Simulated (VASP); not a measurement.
# BaO (Fm-3m) in VASP: notebook

BaO is run at these levels: PBEsol; tasks: single point.

All numbers are computed with VASP 6.6.1; they aren't measurements. Logs are shortened: lines on timing, memory, paths and dates and some standing lists are left out, and cuts for length are marked.

### 1 The cell of the first run

It takes space group Fm-3m (No. 225, cubic). Conventional cell: a = 5.581 Å, b = 5.581 Å, c = 5.581 Å, α = 90.00°, β = 90.00°, γ = 90.00°. Ba (site symmetry m-3m) has 6 O at 2.79 Å within 3.7 Å. Within 3.7 Å of O (site symmetry m-3m) lie 6 Ba at 2.79 Å.

### 2 Single point, PBEsol

The input, INCAR:

```
ALGO = Normal ; EDIFF = 1E-6
ENCUT = 600 ; GGA = PS
GGA_COMPAT = F ; ISIF = 2
ISMEAR = 0 ; LASPH = T
LCHARG = F ; LREAL = F
LWAVE = F ; NBANDS = 15
NELM = 120 ; PREC = Accurate
SIGMA = 0.1
```

The input, KPOINTS:

```
k-points
0
Gamma
  6 6 6
```

The input, POSCAR:

```
BaO
1.0
    0.0000000000      2.7903917100      2.7903917100
    2.7903917100      0.0000000000      2.7903917100
    2.7903917100      2.7903917100      0.0000000000
Ba O
1 1
Direct
    0.0000000000      0.0000000000      0.0000000000
    0.5000000000      0.5000000000      0.5000000000
```

Potentials or basis: VASP PAW PBE potentials, release 64 (Ba_sv, O).

On the command line:

```console
> cat potpaw_PBE.64/Ba_sv/POTCAR potpaw_PBE.64/O/POTCAR > POTCAR
> mpirun -np 1 vasp_std > vasp.out
```

OUTCAR:

```text
EDIFF = 1E-6
   ENCUT = 600
   GGA = PS
   ISIF = 2
   ISMEAR = 0
   LASPH = T
   LREAL = F
   NELM = 120
   PREC = Accurate

 ion  position               nearest neighbor table
   1  0.000  0.000  0.000-   2 2.79   2 2.79   2 2.79   2 2.79   2 2.79   2 2.79
   2  0.500  0.500  0.500-   1 2.79   1 2.79   1 2.79   1 2.79   1 2.79   1 2.79

  LATTYP: Found a face centered cubic cell.
 ALAT       =     5.5807834200

  Lattice vectors:

 A1 = (   0.0000000000,   2.7903917100,   2.7903917100)
 A2 = (   2.7903917100,   0.0000000000,   2.7903917100)
 A3 = (   2.7903917100,   2.7903917100,   0.0000000000)

Analysis of symmetry for initial positions (statically):
=====================================================================
 Subroutine PRICEL returns:
 Original cell was already a primitive cell.

 Routine SETGRP: Setting up the symmetry group for a
 face centered cubic supercell.

 Subroutine GETGRP returns: Found 48 space group operations
 (whereof 48 operations were pure point group operations)
 out of a pool of 48 trial point group operations.

The static configuration has the point symmetry O_h .

Analysis of symmetry for dynamics (positions and initial velocities):
=====================================================================
 Subroutine PRICEL returns:
 Original cell was already a primitive cell.

 Routine SETGRP: Setting up the symmetry group for a
 face centered cubic supercell.

 Subroutine GETGRP returns: Found 48 space group operations
 (whereof 48 operations were pure point group operations)
 out of a pool of 48 trial point group operations.

The dynamic configuration has the point symmetry O_h .

 Subroutine INISYM returns: Found 48 space group operations
 (whereof 48 operations are pure point group operations),
 and found     1 'primitive' translations

----------------------------------------------------------------------------------------

                                     Primitive cell

  volume of cell :      43.4536

  direct lattice vectors                    reciprocal lattice vectors
     0.000000000  2.790391710  2.790391710    -0.179186312  0.179186312  0.179186312
     2.790391710  0.000000000  2.790391710     0.179186312 -0.179186312  0.179186312
     2.790391710  2.790391710  0.000000000     0.179186312  0.179186312 -0.179186312

  length of vectors
     3.946209801  3.946209801  3.946209801     0.310359797  0.310359797  0.310359797

  position of ions in fractional coordinates (direct lattice)
     0.000000000  0.000000000  0.000000000
     0.500000000  0.500000000  0.500000000

  ion indices of the primitive-cell ions
   primitive index   ion index
                 1           1
                 2           2

----------------------------------------------------------------------------------------

 KPOINTS: k-points

Automatic generation of k-mesh.
 Grid dimensions read from file:
 generate k-points for:    6    6    6

 Generating k-lattice:

  Cartesian coordinates                     Fractional coordinates (reciprocal lattice)
    -0.029864385  0.029864385  0.029864385     0.166666667  0.000000000  0.000000000
     0.029864385 -0.029864385  0.029864385     0.000000000  0.166666667  0.000000000
     0.029864385  0.029864385 -0.029864385     0.000000000  0.000000000  0.166666667

  Length of vectors
     0.051726633  0.051726633  0.051726633

  Shift w.r.t. Gamma in fractional coordinates (k-lattice)
     0.000000000  0.000000000  0.000000000

 Subroutine IBZKPT returns following result:
 ===========================================

 Found     16 irreducible k-points:

 Following reciprocal coordinates:
            Coordinates               Weight
  0.000000  0.000000  0.000000      1.000000
  0.166667  0.000000  0.000000      8.000000
  0.333333  0.000000  0.000000      8.000000
  0.500000  0.000000  0.000000      4.000000
  0.166667  0.166667  0.000000      6.000000
  0.333333  0.166667  0.000000     24.000000
[... 8 lines left out ...]
 -0.333333  0.333333  0.166667     24.000000
 -0.333333  0.500000  0.166667     12.000000
   k-points           NKPTS =     16   k-points in BZ     NKDIM =     16   number of bands    NBANDS=     15
   number of dos      NEDOS =    301   number of ions     NIONS =      2
   total plane-waves  NPLWV =  32768
   dimension x,y,z NGX =    32 NGY =   32 NGZ =   32
   dimension x,y,z NGXF=    64 NGYF=   64 NGZF=   64
   ions per type =               1   1
   NGX,Y,Z   is equivalent  to a cutoff of  13.48, 13.48, 13.48 a.u.
   NGXF,Y,Z  is equivalent  to a cutoff of  26.96, 26.96, 26.96 a.u.
 SYSTEM =  unknown system
   PREC   = accura    normal or accurate (medium, high low for compatibility)
   ISTART =      0    job   : 0-new  1-cont  2-samecut
   ICHARG =      2    charge: 1-file 2-atom 10-const
   ISPIN  =      1    spin polarized calculation?
   LNONCOLLINEAR =      F non collinear calculations
   LSORBIT =      F    spin-orbit coupling
   LASPH  =      T    aspherical Exc in radial PAW
   ENCUT  =  600.0 eV  44.10 Ry    6.64 a.u.   7.88  7.88  7.88*2*pi/ulx,y,z
   NELM   =    120;   NELMIN=  2; NELMDL= -5     # of ELM steps
   EDIFF  = 0.1E-05   stopping-criterion for ELM
   LREAL  =      F    real-space projection
   EDIFFG = 0.1E-04   stopping-criterion for IOM
   NSW    =      0    number of steps for IOM
   IBRION =     -1    ionic relax: 0-MD 1-quasi-New 2-CG
   NFREE  =      0    steps in history (QN), initial steepest desc. (CG)
   ISIF   =      2    stress and relaxation
   ISYM   =      2    0-nonsym 1-usesym 2-fastsym
   POTIM  = 0.5000    time-step for ionic-motion
   TEBEG  =    0.0;   TEEND  =   0.0 temperature during run
   PSTRESS=    0.0 pullay stress
   NELECT =      16.0000    total number of electrons
   NUPDOWN=      -1.0000    fix difference up-down
   EMIN   =  10.00;   EMAX   =-10.00  energy-range for DOS
   EFERMI =   0.00;   METHOD = LEGACY
   ISMEAR =     0;   SIGMA  =   0.10  broadening in eV -4-tet -1-fermi 0-gaus
   EFERMI_NEDOS =   21; number of points for ismear=-14 and -15
   IALGO  =     38    algorithm
   IMIX   =      4    mixing-type and parameters
     AMIX     =   0.40;   BMIX     =  1.00
     AMIX_MAG =   1.60;   BMIX_MAG =  1.00
  volume/ion in A,a.u.               =      21.73       146.62
  Fermi-wavevector in a.u.,A,eV,Ry     =   1.173383  2.217372 18.732866  1.376827
  Thomas-Fermi vector in A             =   2.309797
   LORBIT       =      0    0 simple, 1 ext, 2 COOP (PROOUT), +10 PAW based schemes
   GGA     = PS    functional components
   LHFCALC =     F    Hartree Fock is set to
   AEXX    =    0.0000 exact exchange contribution
   IVDW    =     0    specifies the selected vdW correction
   LEPSILON=     F    determine dielectric tensor
   LRPA    =     F    only Hartree local field effects (RPA)
 non-spin polarized calculation
 Gauss-broadening in eV      SIGMA  =   0.10
  energy-cutoff  :      600.00
  volume of cell :       43.45
 maximum number of plane-waves:      1464
   NGX = 15   NGY = 15   NGZ = 15

 number of electron      16.0000002 magnetization

 Free energy of the ion-electron system (eV)
  ---------------------------------------------------
  ext. energy  EPLUGINS =         0.00000000
  ---------------------------------------------------
  free energy    TOTEN  =       -12.39509478 eV

  energy without entropy =      -12.39509478  energy(sigma->0) =      -12.39509478

 E-fermi :   1.9581     XC(G=0):  -9.7499

 val. band max:        1.5468063949   @ k =   0.5000   0.5000   0.0000
 cond. band min:       3.4953901668   @ k =   0.5000   0.5000   0.0000
 fundamental gap:      1.9485837719
 Fermi energy:         1.9580580502

 k-point     1 :       0.0000    0.0000    0.0000
  band No.  band energies     occupation
      1     -24.2899      2.00000
      2     -13.3122      2.00000
      3      -8.8223      2.00000
      4      -8.8223      2.00000
      5      -8.8223      2.00000
      6       1.2537      2.00000
      7       1.2537      2.00000
      8       1.2537      2.00000
      9       4.8255      0.00000
     10       6.1984      0.00000
     11       6.1984      0.00000
     12       6.1984      0.00000
     13       8.4290      0.00000
     14       8.4290      0.00000
     15      11.2941      0.00000

 k-point     2 :       0.1667    0.0000    0.0000
  band No.  band energies     occupation
      1     -24.2324      2.00000
      2     -13.4835      2.00000
      3      -8.8823      2.00000
      4      -8.8527      2.00000
      5      -8.8527      2.00000
      6       0.7003      2.00000
      7       0.9301      2.00000
      8       0.9301      2.00000
      9       5.8093      0.00000
     10       6.1190      0.00000
     11       6.6967      0.00000
     12       6.6967      0.00000
     13       9.0914      0.00000
     14       9.0914      0.00000
     15      12.8852      0.00000

 k-point     3 :       0.3333    0.0000    0.0000
  band No.  band energies     occupation
      1     -24.1136      2.00000
      2     -13.8273      2.00000
      3      -8.9896      2.00000
      4      -8.9114      2.00000
      5      -8.9114      2.00000
      6      -0.0917      2.00000
      7       0.3844      2.00000
      8       0.3844      2.00000
      9       6.0990      0.00000
     10       7.8937      0.00000
     11       7.8937      0.00000
     12       8.1722      0.00000
     13      10.5825      0.00000
     14      10.5825      0.00000
     15      15.1030      0.00000
[... 199 lines left out ...]
 k-point    15 :      -0.3333    0.3333    0.1667
  band No.  band energies     occupation
      1     -24.0011      2.00000
      2     -13.7491      2.00000
      3      -9.6360      2.00000
      4      -9.6292      2.00000
      5      -8.9135      2.00000
      6       0.1802      2.00000
      7       1.0050      2.00000
      8       1.0348      2.00000
      9       6.2134      0.00000
     10       6.4553      0.00000
     11       8.7611      0.00000
     12      10.0068      0.00000
     13      11.3242      0.00000
     14      13.0826      0.00000
     15      13.7751      0.00000

 k-point    16 :      -0.3333    0.5000    0.1667
  band No.  band energies     occupation
      1     -23.9850      2.00000
      2     -13.6078      2.00000
      3     -10.0472      2.00000
      4      -9.6174      2.00000
      5      -9.0167      2.00000
      6       0.5434      2.00000
      7       1.3275      2.00000
      8       1.4345      2.00000
      9       4.7726      0.00000
     10       7.6273      0.00000
     11       8.0883      0.00000
     12      10.9503      0.00000
     13      11.2232      0.00000
     14      13.2842      0.00000
     15      13.6128      0.00000

------------------------ aborting loop because EDIFF is reached ----------------------------------------

  FORCE on cell =-STRESS in cart. coord.  units (eV):
  Direction    XX          YY          ZZ          XY          YZ          ZX
  --------------------------------------------------------------------------------------
  -------------------------------------------------------------------------------------
  Total       -0.5149079     -0.5149079     -0.5149079     -0.0000000      0.0000000      0.0000000
  in kB      -18.9851741    -18.9851741    -18.9851741     -0.0000000      0.0000000      0.0000000
  external PRESSURE =     -18.9851741 kB  Pullay stress =       0.0000000 kB

 VOLUME and BASIS-vectors are now :
 -----------------------------------------------------------------------------
  energy-cutoff  :      600.00
  volume of cell :       43.45
      direct lattice vectors                 reciprocal lattice vectors
     0.000000000  2.790391710  2.790391710    -0.179186312  0.179186312  0.179186312
     2.790391710  0.000000000  2.790391710     0.179186312 -0.179186312  0.179186312
     2.790391710  2.790391710  0.000000000     0.179186312  0.179186312 -0.179186312

 POSITION                                       TOTAL-FORCE (eV/Angst)
 -----------------------------------------------------------------------------------
      0.00000      0.00000      0.00000         0.000000     -0.000000      0.000000
      2.79039      2.79039      2.79039        -0.000000      0.000000     -0.000000
 -----------------------------------------------------------------------------------
    total drift:                                0.000000     -0.000000      0.000000

  FREE ENERGIE OF THE ION-ELECTRON SYSTEM (eV)
  ---------------------------------------------------
  free  energy   TOTEN  =       -12.3950947779 eV

  energy  without entropy=      -12.3950947779  energy(sigma->0) =      -12.39509478
```

Wall time 12 s (1 thread of Intel Xeon Platinum 8259CL at 2.50GHz (Skylake/Cascade Lake), shared host); peak memory 0.18 GiB.

What came out:

```
Free energy            : -12.3951 eV
Pressure               : -1.9 GPa
Band gap on the k mesh : 1.95 eV
```

Levels at points of the mesh, in eV from the valence-band top:
| k point | band 5 | band 6 | band 7 | band 8 | band 9 | band 10 | band 11 | band 12 |
| --- | --- | --- | --- | --- | --- | --- | --- | --- |
| (0.00, 0.00, 0.00) | -10.37 | -0.29 | -0.29 | -0.29 | 3.28 | 4.65 | 4.65 | 4.65 |
| (0.50, 0.00, 0.00) | -10.49 | -1.96 | -1.40 | -1.40 | 4.84 | 7.09 | 7.09 | 7.89 |
| (0.50, 0.50, 0.00) | -10.93 | -0.13 | -0.13 | 0.00 | 1.95 | 5.84 | 8.81 | 9.08 |

Caveat: the PAW data sets were made with another functional, which shifts forces and pressure a little; spin-orbit coupling is left out, which moves the levels of the heavy elements. A k mesh can miss the band edges.

### 3 Single point, PBEsol

This run uses another cell than the first one, of 20.68 Å³/atom.

The input, INCAR:

```
ALGO = Normal
EDIFF = 1E-6
ENCUT = 600
GGA = PS
GGA_COMPAT = F
ISIF = 2
ISMEAR = 0
LASPH = T
LCHARG = T
LELF = T
LREAL = F
LVHAR = T
LWAVE = F
NBANDS = 15
NELM = 120
PREC = Accurate
SIGMA = 0.02
```

The input, KPOINTS:

```
k-points
0
Gamma
  8 8 8
```

The input, POSCAR:

```
BaO
1.0
    0.0000000000      2.7449296473      2.7449296473
    2.7449296473      0.0000000000      2.7449296473
    2.7449296473      2.7449296473      0.0000000000
Ba O
1 1
Direct
    0.0000000000      0.0000000000      0.0000000000
    0.5000000000      0.5000000000      0.5000000000
```

Potentials or basis: VASP PAW PBE potentials, release 64 (Ba_sv, O).

On the command line:

```console
> cat potpaw_PBE.64/Ba_sv/POTCAR potpaw_PBE.64/O/POTCAR > POTCAR
> mpirun -np 1 vasp_std > vasp.out
```

Wall time 18 s (1 thread of Intel Xeon Platinum 8259CL at 2.50GHz (Skylake/Cascade Lake), shared host); peak memory 0.19 GiB.

It converged, with:

* Free energy: -12.3949 eV
* Pressure: 1.8 GPa
* Band gap on the k mesh: 1.77 eV

Levels at points of the mesh, in eV from the valence-band top:
```csv
k point,band 5,band 6,band 7,band 8,band 9,band 10,band 11,band 12
"(0.00, 0.00, 0.00)",-10.29,-0.43,-0.43,-0.43,3.47,4.61,4.61,4.61
"(0.50, 0.00, 0.00)",-10.41,-2.17,-1.63,-1.63,4.88,7.22,7.22,8.15
"(0.50, 0.50, 0.00)",-10.93,-0.20,-0.20,0.00,1.77,6.03,9.02,9.38
```

Caveat: the PAW data sets were made with another functional, which shifts forces and pressure a little; spin-orbit coupling is left out, which moves the levels of the heavy elements.
